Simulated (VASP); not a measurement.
Input of a VASP 6.6.1 run:

File POSCAR:

```
CdTe
1.0
    0.0000000000      3.1411557863      3.1411557863
    3.1411557863      0.0000000000      3.1411557863
    3.1411557863      3.1411557863      0.0000000000
Cd Te
1 1
Direct
    0.0000000000      0.0000000000      0.0000000000
    0.2500000000      0.2500000000      0.2500000000
```

Contents of INCAR.step1:

```
SYSTEM = CdTe
ALGO = Normal ; EDIFF = 1E-4
ENCUT = 520 ; GGA = PE
ISMEAR = 0 ; LASPH = .TRUE.
LCHARG = .FALSE. ; LREAL = .FALSE.
LWAVE = .TRUE. ; NBANDS = 16
NELM = 80 ; PREC = Accurate
SIGMA = 0.02
```

INCAR.step2

```
SYSTEM = CdTe
ALGO = Normal ; EDIFF = 1E-7
ENCUT = 520 ; ISIF = 2
ISMEAR = 0 ; ISTART = 1
LASPH = .TRUE. ; LCHARG = .FALSE.
LMIXTAU = .TRUE. ; LREAL = .FALSE.
LWAVE = .FALSE. ; METAGGA = R2SCAN
NBANDS = 16 ; NELM = 80
PREC = Accurate ; SIGMA = 0.02
```

File KPOINTS:

```
k-points
0
G
  8 8 8
  0 0 0
```

Potentials or basis: VASP PAW PBE potentials, release 64 (Cd, Te).

Command:

```bash
$ cat potpaw_PBE.64/Cd/POTCAR potpaw_PBE.64/Te/POTCAR > POTCAR
$ cp INCAR.step1 INCAR
$ mpirun -np 1 vasp_std > vasp.out
$ cp INCAR.step2 INCAR
$ mpirun -np 1 vasp_std > vasp.out
```

(1) Predict the band gap on the k mesh.

(2) Predict the pressure.

Answers

(1) 1.59 eV.

(2) 7.2 GPa.

Caveat: the cell stands under pressure; the PAW data sets were made with another functional, which shifts forces and pressure a little; spin-orbit coupling is left out, which moves the levels of the heavy elements.
